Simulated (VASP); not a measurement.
# MnO (Fm-3m) in VASP: further runs

The runs below take MnO through single point, with HSE06, PBEsol+D4, revPBE.

Program: VASP 6.6.1. These are calculated values, not measurements. Logs are shortened: lines on timing, memory, paths and dates and some standing lists are left out, and cuts for length are marked.

## 1. The cell of the first run

Symmetry: Fm-3m, No. 225, cubic system. Conventional cell: a = 4.448 Å, b = 4.448 Å, c = 4.448 Å, α = 90.00°, β = 90.00°, γ = 90.00°. Within 2.9 Å of Mn (site symmetry m-3m) lie 6 O at 2.22 Å. Within 2.9 Å of O (site symmetry m-3m) lie 6 Mn at 2.22 Å.

## 2. Single point, HSE06, collinear spin, ferromagnetic start

Input file POSCAR:

```
MnO
1.0
    0.0000000000      2.2239077028      2.2239077028
    2.2239077028      0.0000000000      2.2239077028
    2.2239077028      2.2239077028      0.0000000000
Mn O
1 1
Direct
    0.0000000000      0.0000000000      0.0000000000
    0.5000000000      0.5000000000      0.5000000000
```

Input file INCAR.step1:

```
SYSTEM = MnO
PREC = Accurate
ENCUT = 520
EDIFF = 1E-5
ISMEAR = -1
SIGMA = 0.05
LREAL = .False.
LASPH = .True.
NELM = 150
ALGO = Normal
ISIF = 2
LWAVE = .True.
ISPIN = 2
MAGMOM = 4 0
LORBIT = 11
LMAXMIX = 4
GGA = PE
NBANDS = 20
```

Input file INCAR.step2:

```
SYSTEM = MnO
PREC = Accurate
ENCUT = 520
EDIFF = 1E-7
ISMEAR = -1
SIGMA = 0.05
LREAL = .False.
LASPH = .True.
NELM = 150
ALGO = Normal
ISIF = 2
LWAVE = .False.
LCHARG = .True.
ISPIN = 2
MAGMOM = 4 0
LORBIT = 11
LMAXMIX = 4
GGA = PE
LHFCALC = .True.
HFSCREEN = 0.2079
PRECFOCK = Normal
LELF = .True.
LVHAR = .True.
ISTART = 1
NBANDS = 20
```

Input file KPOINTS:

```
Automatic mesh
0
Gamma
  5 5 5
  0 0 0
```

Potentials or basis: VASP PAW PBE potentials, release 64 (Mn_pv, O).

Started as:

```bash
$ cat potpaw_PBE.64/Mn_pv/POTCAR potpaw_PBE.64/O/POTCAR > POTCAR
$ cp INCAR.step1 INCAR
$ mpirun -np 1 vasp_std > vasp.out
$ cp INCAR.step2 INCAR
$ mpirun -np 1 vasp_std > vasp.out
```

OUTCAR:

```text
SYSTEM = MnO
   PREC = Accurate
   ENCUT = 520
   EDIFF = 1E-7
   ISMEAR = -1
   LREAL = .False.
   LASPH = .True.
   NELM = 150
   ISIF = 2
   ISPIN = 2
   LORBIT = 11
   GGA = PE
   LHFCALC = .True.
   HFSCREEN = 0.2079
   PRECFOCK = Normal
   ISTART = 1

 ion  position               nearest neighbor table
   1  0.000  0.000  0.000-   2 2.22   2 2.22   2 2.22   2 2.22   2 2.22   2 2.22
   2  0.500  0.500  0.500-   1 2.22   1 2.22   1 2.22   1 2.22   1 2.22   1 2.22

  LATTYP: Found a face centered cubic cell.
 ALAT       =     4.4478154056

  Lattice vectors:

 A1 = (   0.0000000000,   2.2239077028,   2.2239077028)
 A2 = (   2.2239077028,   0.0000000000,   2.2239077028)
 A3 = (   2.2239077028,   2.2239077028,   0.0000000000)

Analysis of symmetry for initial positions (statically):
=====================================================================
 Subroutine PRICEL returns:
 Original cell was already a primitive cell.

 Routine SETGRP: Setting up the symmetry group for a
 face centered cubic supercell.

 Subroutine GETGRP returns: Found 48 space group operations
 (whereof 48 operations were pure point group operations)
 out of a pool of 48 trial point group operations.

The static configuration has the point symmetry O_h .

Analysis of symmetry for dynamics (positions and initial velocities):
=====================================================================
 Subroutine PRICEL returns:
 Original cell was already a primitive cell.

 Routine SETGRP: Setting up the symmetry group for a
 face centered cubic supercell.

 Subroutine GETGRP returns: Found 48 space group operations
 (whereof 48 operations were pure point group operations)
 out of a pool of 48 trial point group operations.

The dynamic configuration has the point symmetry O_h .

Analysis of structural, dynamic, and magnetic symmetry:
=====================================================================
 Subroutine PRICEL returns:
 Original cell was already a primitive cell.

 Routine SETGRP: Setting up the symmetry group for a
 face centered cubic supercell.

 Subroutine GETGRP returns: Found 48 space group operations
 (whereof 48 operations were pure point group operations)
 out of a pool of 48 trial point group operations.

The overall configuration has the point symmetry O_h .

 Subroutine INISYM returns: Found 48 space group operations
 (whereof 48 operations are pure point group operations),
 and found     1 'primitive' translations

----------------------------------------------------------------------------------------

                                     Primitive cell

  volume of cell :      21.9979

  direct lattice vectors                    reciprocal lattice vectors
     0.000000000  2.223907703  2.223907703    -0.224829474  0.224829474  0.224829474
     2.223907703  0.000000000  2.223907703     0.224829474 -0.224829474  0.224829474
     2.223907703  2.223907703  0.000000000     0.224829474  0.224829474 -0.224829474

  length of vectors
     3.145080435  3.145080435  3.145080435     0.389416073  0.389416073  0.389416073

  position of ions in fractional coordinates (direct lattice)
     0.000000000  0.000000000  0.000000000
     0.500000000  0.500000000  0.500000000

  ion indices of the primitive-cell ions
   primitive index   ion index
                 1           1
                 2           2

----------------------------------------------------------------------------------------

 KPOINTS: Automatic mesh

Automatic generation of k-mesh.
 Grid dimensions read from file:
 generate k-points for:    5    5    5

 Generating k-lattice:

  Cartesian coordinates                     Fractional coordinates (reciprocal lattice)
    -0.044965895  0.044965895  0.044965895     0.200000000  0.000000000  0.000000000
     0.044965895 -0.044965895  0.044965895     0.000000000  0.200000000  0.000000000
     0.044965895  0.044965895 -0.044965895     0.000000000  0.000000000  0.200000000

  Length of vectors
     0.077883215  0.077883215  0.077883215

  Shift w.r.t. Gamma in fractional coordinates (k-lattice)
     0.000000000  0.000000000  0.000000000

 Subroutine IBZKPT returns following result:
 ===========================================

 Found     10 irreducible k-points:

 Following reciprocal coordinates:
            Coordinates               Weight
  0.000000  0.000000  0.000000      1.000000
  0.200000  0.000000  0.000000      8.000000
  0.400000  0.000000  0.000000      8.000000
  0.200000  0.200000  0.000000      6.000000
  0.400000  0.200000  0.000000     24.000000
 -0.400000  0.200000  0.000000     24.000000
 -0.200000  0.200000  0.000000     12.000000
  0.400000  0.400000  0.000000      6.000000
 -0.400000  0.400000  0.000000     12.000000
 -0.400000  0.400000  0.200000     24.000000
   k-points           NKPTS =     10   k-points in BZ     NKDIM =    125   number of bands    NBANDS=     20
   number of dos      NEDOS =    301   number of ions     NIONS =      2
   total plane-waves  NPLWV =  13824
   dimension x,y,z NGX =    24 NGY =   24 NGZ =   24
   dimension x,y,z NGXF=    48 NGYF=   48 NGZF=   48
   ions per type =               1   1
   NGX,Y,Z   is equivalent  to a cutoff of  12.69, 12.69, 12.69 a.u.
   NGXF,Y,Z  is equivalent  to a cutoff of  25.37, 25.37, 25.37 a.u.
 SYSTEM =  MnO
   PREC   = accura    normal or accurate (medium, high low for compatibility)
   ISTART =      1    job   : 0-new  1-cont  2-samecut
   ICHARG =      0    charge: 1-file 2-atom 10-const
   ISPIN  =      2    spin polarized calculation?
   LNONCOLLINEAR =      F non collinear calculations
   LSORBIT =      F    spin-orbit coupling
   LASPH  =      T    aspherical Exc in radial PAW
   ENCUT  =  520.0 eV  38.22 Ry    6.18 a.u.   5.85  5.85  5.85*2*pi/ulx,y,z
   NELM   =    150;   NELMIN=  2; NELMDL=  0     # of ELM steps
   EDIFF  = 0.1E-06   stopping-criterion for ELM
   LREAL  =      F    real-space projection
   EDIFFG = 0.1E-05   stopping-criterion for IOM
   NSW    =      0    number of steps for IOM
   IBRION =     -1    ionic relax: 0-MD 1-quasi-New 2-CG
   NFREE  =      0    steps in history (QN), initial steepest desc. (CG)
   ISIF   =      2    stress and relaxation
   ISYM   =      3    0-nonsym 1-usesym 2-fastsym
   POTIM  = 0.5000    time-step for ionic-motion
   TEBEG  =    0.0;   TEEND  =   0.0 temperature during run
   PSTRESS=    0.0 pullay stress
   NELECT =      19.0000    total number of electrons
   NUPDOWN=      -1.0000    fix difference up-down
   EMIN   =  10.00;   EMAX   =-10.00  energy-range for DOS
   EFERMI =   0.00;   METHOD = LEGACY
   ISMEAR =    -1;   SIGMA  =   0.05  broadening in eV -4-tet -1-fermi 0-gaus
   EFERMI_NEDOS =   21; number of points for ismear=-14 and -15
   IALGO  =     38    algorithm
   IMIX   =      1    mixing-type and parameters
     AMIX     =   0.40;   BMIX     =  1.00
     AMIX_MAG =   1.60;   BMIX_MAG =  1.00
  volume/ion in A,a.u.               =      11.00        74.22
  Fermi-wavevector in a.u.,A,eV,Ry     =   1.559071  2.946217 33.071721  2.430703
  Thomas-Fermi vector in A             =   2.662483
   LORBIT       =     11    0 simple, 1 ext, 2 COOP (PROOUT), +10 PAW based schemes
   GGA     = PE    functional components
   LHFCALC =     T    Hartree Fock is set to
   PRECFOCK=normal    Normal, Fast or Accurate (Low or Medium for compatibility)
   ENCUT4O =  -1.0   cutoff for four orbital integrals eV
   NKREDX  =     1    reduce k-point grid by
   NKREDY  =     1    reduce k-point grid by
   NKREDZ  =     1    reduce k-point grid by
   AEXX    =    0.2500 exact exchange contribution
   HFSCREEN=    0.2079 screening length (either q_TF or 0.3 A-1)
   HFSCREENC=   0.2079 screening length for correlation (either q_TF or 0.3 A-1)
   ENCUTFOCK=  -1.0 apply spherical cutoff to Coloumb kernel
   IVDW    =     0    specifies the selected vdW correction
   LEPSILON=     F    determine dielectric tensor
   LRPA    =     F    only Hartree local field effects (RPA)
 spin polarized calculation
  energy-cutoff  :      520.00
  volume of cell :       22.00
 maximum number of plane-waves:       609
  NGX = 18; NGY = 18; NGZ = 18

 number of electron      18.9999991 magnetization       5.0004920

 Free energy of the ion-electron system (eV)
  ---------------------------------------------------
  ext. energy  EPLUGINS =         0.00000000
  ---------------------------------------------------
  free energy    TOTEN  =       -23.76094326 eV

  energy without entropy =      -23.76094323  energy(sigma->0) =      -23.76094324

 E-fermi :   6.7946     XC(G=0):  -9.6584

 val. band max:        5.9924917020   @ k =   0.4000   0.0000   0.0000
 cond. band min:       7.4411794247   @ k =   0.0000   0.0000   0.0000
 fundamental gap:      1.4486877227
 Fermi energy:         6.7945850928

 spin component 1

 k-point     1 :       0.0000    0.0000    0.0000
  band No.  band energies     occupation
      1     -47.4894      1.00000
      2     -47.4894      1.00000
      3     -47.4894      1.00000
      4     -15.3002      1.00000
      5       2.1640      1.00000
      6       2.1640      1.00000
[... 12 lines left out ...]
     19      28.5151      0.00000
[... 190 lines left out ...]
      3     -47.5098      1.00000
      4     -14.2542      1.00000
      5      -0.9735      1.00000
      6      -0.0465      1.00000
[... 12 lines left out ...]
     19      34.9011      0.00000
     20      34.9920      0.00000
 Fermi energy:         6.7945850928

 spin component 2

 k-point     1 :       0.0000    0.0000    0.0000
  band No.  band energies     occupation
      1     -40.6904      1.00000
      2     -40.6904      1.00000
      3     -40.6904      1.00000
      4     -14.7121      1.00000
      5       3.3963      1.00000
      6       3.3963      1.00000
[... 12 lines left out ...]
     19      30.8451      0.00000
[... 191 lines left out ...]
      4     -13.6426      1.00000
      5       0.1996      1.00000
      6       1.2652      1.00000
[... 12 lines left out ...]
     19      35.6771      0.00000
     20      36.3506      0.00000

------------------------ aborting loop because EDIFF is reached ----------------------------------------

  FORCE on cell =-STRESS in cart. coord.  units (eV):
  Direction    XX          YY          ZZ          XY          YZ          ZX
  --------------------------------------------------------------------------------------
  -------------------------------------------------------------------------------------
  Total        0.1890686      0.1890686      0.1890686      0.0000000      0.0000000      0.0000000
  in kB       13.7705004     13.7705004     13.7705004      0.0000000      0.0000000      0.0000000
  external PRESSURE =      13.7705004 kB  Pullay stress =       0.0000000 kB

 VOLUME and BASIS-vectors are now :
 -----------------------------------------------------------------------------
  energy-cutoff  :      520.00
  volume of cell :       22.00
      direct lattice vectors                 reciprocal lattice vectors
     0.000000000  2.223907703  2.223907703    -0.224829474  0.224829474  0.224829474
     2.223907703  0.000000000  2.223907703     0.224829474 -0.224829474  0.224829474
     2.223907703  2.223907703  0.000000000     0.224829474  0.224829474 -0.224829474

 POSITION                                       TOTAL-FORCE (eV/Angst)
 -----------------------------------------------------------------------------------
      0.00000      0.00000      0.00000         0.000000     -0.000000     -0.000000
      2.22391      2.22391      2.22391        -0.000000      0.000000      0.000000
 -----------------------------------------------------------------------------------
    total drift:                               -0.000000      0.000000      0.000000

  FREE ENERGIE OF THE ION-ELECTRON SYSTEM (eV)
  ---------------------------------------------------
  free  energy   TOTEN  =       -23.7609432564 eV

  energy  without entropy=      -23.7609432260  energy(sigma->0) =      -23.76094324

 total charge

# of ion       s       p       d       tot
------------------------------------------
    1        0.196   6.176   4.950  11.322
    2        1.556   3.482   0.000   5.038
--------------------------------------------------
tot          1.752   9.658   4.950  16.360

 magnetization (x)

# of ion       s       p       d       tot
------------------------------------------
    1        0.025   0.019   4.540   4.584
    2        0.026   0.173   0.000   0.198
--------------------------------------------------
tot          0.051   0.192   4.540   4.783
```

Run time: 46 min. Hardware: 1 thread of Intel Xeon Platinum 8375C at 2.90GHz (Ice Lake), shared host; peak memory 0.26 GiB.

Results:

- Free energy: -23.7609 eV
- Pressure: 1.4 GPa
- Band gap on the k mesh: 1.45 eV (least direct gap 4.04 eV)
- Net moment: 5.00 μB per cell
- Site moments: Mn +4.58; O +0.20 μB
- Valence electrons inside the program's atomic spheres: Mn 11.32; O 5.04

Caveat: the k points lie up to 0.49 Å⁻¹ apart; the PAW data sets were made with another functional, which shifts forces and pressure a little; an odd mesh through Γ misses points on the zone boundary, where band edges can lie; a cell with one magnetic atom can't hold antiferromagnetic order, which such compounds often take.

[end of part 1 of 2]
